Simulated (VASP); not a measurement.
# Se (P3_121) in VASP: a series of runs

Se is run at these levels: LDA; tasks: single point, relaxation of cell and atoms.

Everything below comes from runs of VASP 6.6.1. Logs are shortened: lines on timing, memory, paths and dates and some standing lists are left out, and cuts for length are marked.

## Step 1: The cell of the first run

Symmetry: P3_121, No. 152, trigonal system. The conventional cell has a = 3.948 Å, b = 3.948 Å, c = 5.119 Å, α = 90.00°, β = 90.00°, γ = 120.00°. Within 3.2 Å of Se (site symmetry 2) lie 6 Se at 2.44 to 3.10 Å.

## Step 2: Single point, LDA

The input, INCAR:

```
SYSTEM = Se
PREC = Accurate ; ENCUT = 520
EDIFF = 1E-7 ; ISMEAR = -1
SIGMA = 0.05 ; LREAL = .FALSE.
LASPH = .TRUE. ; NELM = 60
ALGO = Normal ; ISIF = 2
LWAVE = .FALSE. ; LCHARG = .FALSE.
NBANDS = 16
```

The input, KPOINTS:

```
Automatic mesh
0
G
  9 9 7
  0 0 0
```

The input, POSCAR:

```
Se
1.0
    3.9483410428      0.0000000000      0.0000000000
   -1.9741705214      3.4193636459      0.0000000000
    0.0000000000      0.0000000000      5.1187793147
Se
3
Direct
    0.2553375950      0.0000000000      0.3333333333
    0.0000000000      0.2553375950      0.6666666667
    0.7446624050      0.7446624050      0.0000000000
```

Potentials or basis: VASP PAW LDA potentials, release 64 (Se).

On the command line:

```console
> cat potpaw_LDA.64/Se/POTCAR > POTCAR
> mpirun -np 1 vasp_std > vasp.out
```

OUTCAR:

```text
SYSTEM = Se
   PREC = Accurate
   ENCUT = 520
   EDIFF = 1E-7
   ISMEAR = -1
   LREAL = .FALSE.
   LASPH = .TRUE.
   NELM = 60
   ISIF = 2

 ion  position               nearest neighbor table
   1  0.255  0.000  0.333-   3 2.44   2 2.44
   2  0.000  0.255  0.667-   3 2.44   1 2.44
   3  0.745  0.745  0.000-   1 2.44   2 2.44

  LATTYP: Found a hexagonal cell.
 ALAT       =     3.9483410428
 C/A-ratio  =     1.2964379873

  Lattice vectors:

 A1 = (   3.9483410428,   0.0000000000,   0.0000000000)
 A2 = (  -1.9741705214,   3.4193636459,   0.0000000000)
 A3 = (   0.0000000000,   0.0000000000,   5.1187793147)

Analysis of symmetry for initial positions (statically):
=====================================================================
 Subroutine PRICEL returns:
 Original cell was already a primitive cell.

 Routine SETGRP: Setting up the symmetry group for a
 hexagonal supercell.

 Subroutine GETGRP returns: Found  6 space group operations
 (whereof  2 operations were pure point group operations)
 out of a pool of 24 trial point group operations.

The static configuration has the point symmetry C_2 .
 The point group associated with its full space group is D_3 .

Analysis of symmetry for dynamics (positions and initial velocities):
=====================================================================
 Subroutine PRICEL returns:
 Original cell was already a primitive cell.

 Routine SETGRP: Setting up the symmetry group for a
 hexagonal supercell.

 Subroutine GETGRP returns: Found  6 space group operations
 (whereof  2 operations were pure point group operations)
 out of a pool of 24 trial point group operations.

The dynamic configuration has the point symmetry C_2 .
 The point group associated with its full space group is D_3 .

 Subroutine INISYM returns: Found  6 space group operations
 (whereof  2 operations are pure point group operations),
 and found     1 'primitive' translations

----------------------------------------------------------------------------------------

                                     Primitive cell

  volume of cell :      69.1077

  direct lattice vectors                    reciprocal lattice vectors
     3.948341043  0.000000000  0.000000000     0.253270928  0.146226038  0.000000000
    -1.974170521  3.419363646  0.000000000     0.000000000  0.292452077  0.000000000
     0.000000000  0.000000000  5.118779315     0.000000000  0.000000000  0.195359077

[... 85 lines left out ...]
   EDIFF  = 0.1E-06   stopping-criterion for ELM
   LREAL  =      F    real-space projection
   EDIFFG = 0.1E-05   stopping-criterion for IOM
   NSW    =      0    number of steps for IOM
   IBRION =     -1    ionic relax: 0-MD 1-quasi-New 2-CG
   NFREE  =      0    steps in history (QN), initial steepest desc. (CG)
   ISIF   =      2    stress and relaxation
   ISYM   =      2    0-nonsym 1-usesym 2-fastsym
   POTIM  = 0.5000    time-step for ionic-motion
   TEBEG  =    0.0;   TEEND  =   0.0 temperature during run
   PSTRESS=    0.0 pullay stress
   NELECT =      18.0000    total number of electrons
   NUPDOWN=      -1.0000    fix difference up-down
   EMIN   =  10.00;   EMAX   =-10.00  energy-range for DOS
   EFERMI =   0.00;   METHOD = LEGACY
   ISMEAR =    -1;   SIGMA  =   0.05  broadening in eV -4-tet -1-fermi 0-gaus
   EFERMI_NEDOS =   21; number of points for ismear=-14 and -15
   IALGO  =     38    algorithm
   IMIX   =      4    mixing-type and parameters
     AMIX     =   0.40;   BMIX     =  1.00
     AMIX_MAG =   1.60;   BMIX_MAG =  1.00
  volume/ion in A,a.u.               =      23.04       155.45
  Fermi-wavevector in a.u.,A,eV,Ry     =   1.045499  1.975706 14.872090  1.093068
  Thomas-Fermi vector in A             =   2.180297
   LORBIT       =      0    0 simple, 1 ext, 2 COOP (PROOUT), +10 PAW based schemes
   GGA     = CA    functional components
   LHFCALC =     F    Hartree Fock is set to
   AEXX    =    0.0000 exact exchange contribution
   IVDW    =     0    specifies the selected vdW correction
   LEPSILON=     F    determine dielectric tensor
   LRPA    =     F    only Hartree local field effects (RPA)
 non-spin polarized calculation
  energy-cutoff  :      520.00
  volume of cell :       69.11
 maximum number of plane-waves:      1897
 NGX is ok and might be reduce to    30
   NGX = 15   NGY = 15   NGZ = 19

 number of electron      18.0000000 magnetization

 Free energy of the ion-electron system (eV)
  ---------------------------------------------------
  ext. energy  EPLUGINS =         0.00000000
  ---------------------------------------------------
  free energy    TOTEN  =       -12.47746351 eV

  energy without entropy =      -12.47741586  energy(sigma->0) =      -12.47743968

 E-fermi :   4.7612     XC(G=0): -10.0085

 val. band max:        4.4498899378   @ k =   0.3333   0.3333   0.4286
 cond. band min:       5.0419341587   @ k =   0.3333   0.3333   0.4286
 fundamental gap:      0.5920442208
 Fermi energy:         4.7612107158

 k-point     1 :       0.0000    0.0000    0.0000
  band No.  band energies     occupation
      1     -11.9238      2.00000
      2      -7.7190      2.00000
      3      -7.7190      2.00000
      4       0.6735      2.00000
      5       1.0095      2.00000
      6       1.0095      2.00000
[... 433 lines left out ...]
      3      -7.0406      2.00000
      4      -1.2825      2.00000
      5      -0.6795      2.00000
      6       0.5585      2.00000
[... 8 lines left out ...]
     15      13.4075      0.00000
     16      14.1249      0.00000

 [... further k-points ...]

------------------------ aborting loop because EDIFF is reached ----------------------------------------

  FORCE on cell =-STRESS in cart. coord.  units (eV):
  Direction    XX          YY          ZZ          XY          YZ          ZX
  --------------------------------------------------------------------------------------
  -------------------------------------------------------------------------------------
  Total        0.0696568      0.0696568      0.1362260     -0.0000000      0.0000000      0.0000000
  in kB        1.6149089      1.6149089      3.1582342     -0.0000000      0.0000000      0.0000000
  external PRESSURE =       2.1293507 kB  Pullay stress =       0.0000000 kB

 VOLUME and BASIS-vectors are now :
 -----------------------------------------------------------------------------
  energy-cutoff  :      520.00
  volume of cell :       69.11
      direct lattice vectors                 reciprocal lattice vectors
     3.948341043  0.000000000  0.000000000     0.253270928  0.146226038  0.000000000
    -1.974170521  3.419363646  0.000000000     0.000000000  0.292452077  0.000000000
     0.000000000  0.000000000  5.118779315     0.000000000  0.000000000  0.195359077

 POSITION                                       TOTAL-FORCE (eV/Angst)
 -----------------------------------------------------------------------------------
      1.00816      0.00000      1.70626         0.033954      0.000000     -0.000000
     -0.50408      0.87309      3.41252        -0.016977      0.029405      0.000000
      1.47009      2.54627      0.00000        -0.016977     -0.029405     -0.000000
 -----------------------------------------------------------------------------------
    total drift:                               -0.000000     -0.000000      0.000000

  FREE ENERGIE OF THE ION-ELECTRON SYSTEM (eV)
  ---------------------------------------------------
  free  energy   TOTEN  =       -12.4774635111 eV

  energy  without entropy=      -12.4774158570  energy(sigma->0) =      -12.47743968
```

Wall time 2 min (1 thread of Intel Xeon 8259CL, shared host); peak memory 0.19 GiB.

Results:

```yaml
Free_energy: -12.4775 eV
Pressure: 0.2 GPa
Largest_force: 0.034 eV/Å
Band_gap_on_the_k_mesh: 0.59 eV
```

Forces in eV/Å, atoms in the order of the input:
```
Se   0.034  0.000  0.000
Se  -0.017  0.029  0.000
Se  -0.017 -0.029  0.000
```

Stress tensor (GPa, compression positive):
```
0.16 0.00 0.00
0.00 0.16 0.00
0.00 0.00 0.32
```

A k mesh can miss the band edges.

## Step 3: Relaxation of cell and atoms, LDA

This run uses another cell than the first one, of 27.26 Å³/atom.

The input, INCAR:

```
PREC     = Accurate       # precision mode
ENCUT    = 600            # plane-wave cutoff, eV
EDIFF    = 1E-7           # SCF threshold, eV
ISMEAR   = -1             # smearing method
SIGMA    = 0.05           # smearing width, eV
LREAL    = F              # projectors in reciprocal space
LASPH    = T              # aspherical terms in the spheres
NELM     = 60             # most SCF steps
ALGO     = Normal         # electronic algorithm
ISIF     = 3              # what is computed and relaxed
LWAVE    = F              # write WAVECAR
LCHARG   = F              # write CHGCAR
GGA      = CA             # functional
IBRION   = 2              # ionic algorithm
NSW      = 100            # ionic steps
EDIFFG   = -0.003         # ionic threshold
```

The input, KPOINTS:

```
Automatic mesh
0
Gamma
  9 9 7
```

The input, POSCAR:

```
Se
1.0
    4.3662000000      0.0000000000      0.0000000000
   -2.1831000000      3.7812401180      0.0000000000
    0.0000000000      0.0000000000      4.9536000000
Se
3
Direct
    0.2254000000      0.0000000000      0.3333333333
    0.0000000000      0.2254000000      0.6666666667
    0.7746000000      0.7746000000      0.0000000000
```

Potentials or basis: VASP PAW LDA potentials, release 64 (Se).

On the command line:

```console
> cat potpaw_LDA.64/Se/POTCAR > POTCAR
> mpirun -np 1 vasp_std > vasp.out
```

Run time: 20 min. Hardware: 1 thread of Intel Xeon 8259CL, shared host; peak memory 0.24 GiB.

The run converged. Its results:

```
Free energy                           : -12.4784 eV
Relaxed volume                        : 23.05 Å³/atom
Relaxed cell                          : a = 3.946 Å, b = 3.946 Å, c = 5.127 Å, α = 90.00°, β = 90.00°, γ = 120.00°
Space group after relaxing (to 0.1 Å) : P3_121 (No. 152)
Energy gained by relaxing             : 51.3 meV/atom
Ionic steps                           : 19
Pressure after relaxing               : 0.0 GPa
Band gap on the k mesh                : 0.58 eV
```

The path:
| step | energy change (eV) | largest force (eV/Å) | pressure (GPa) | volume (Å³) |
| --- | --- | --- | --- | --- |
| 1 | 0.0000 | 0.2625 | -1.07 | 81.78 |
| 2 | -0.0284 | 0.3231 | -0.56 | 79.64 |
| 3 | -0.0834 | 0.5205 | 1.69 | 73.40 |
| 4 | 0.0928 | 0.8901 | 11.40 | 61.72 |
| 5 | -0.0767 | 0.6538 | 2.80 | 71.92 |
| 6 | -0.0855 | 0.6066 | 2.68 | 71.63 |
| 7 | -0.1078 | 0.4773 | 2.35 | 70.76 |
| 8 | -0.1359 | 0.2641 | 1.95 | 69.02 |
| 9 | -0.1310 | 0.0192 | 2.23 | 65.53 |
| 10 | -0.1433 | 0.1182 | 1.95 | 67.36 |
| 11 | -0.1495 | 0.0711 | 1.18 | 68.14 |
| 12 | -0.1531 | 0.0104 | -0.05 | 69.48 |
| 13 | -0.1531 | 0.0041 | 0.04 | 69.37 |
| 14 | -0.1533 | 0.0034 | 0.04 | 69.35 |
| 15 | -0.1536 | 0.0015 | 0.03 | 69.29 |
| 16 | -0.1539 | 0.0022 | 0.01 | 69.16 |
| 17 | -0.1540 | 0.0032 | 0.00 | 69.13 |
| 18 | -0.1540 | 0.0031 | 0.00 | 69.14 |
| 19 | -0.1540 | 0.0019 | -0.01 | 69.14 |

Final structure:
```
Se
1.0
     3.94606    0.00000    0.00000
    -1.97303    3.41739    0.00000
     0.00000    0.00000    5.12683
Se
3
Direct
  0.25611 0.00000 0.33333
  0.00000 0.25611 0.66667
  0.74389 0.74389 0.00000
```

Levels at points of the mesh, in eV from the valence-band top:
```csv
k point,band 7,band 8,band 9,band 10,band 11,band 12
"(0.00, 0.00, 0.00)",-1.98,-1.98,-0.72,1.31,1.31,1.98
```

Caveat: the volume moved by over 15 % at a fixed basis, so the end points are rough. A k mesh can miss the band edges.
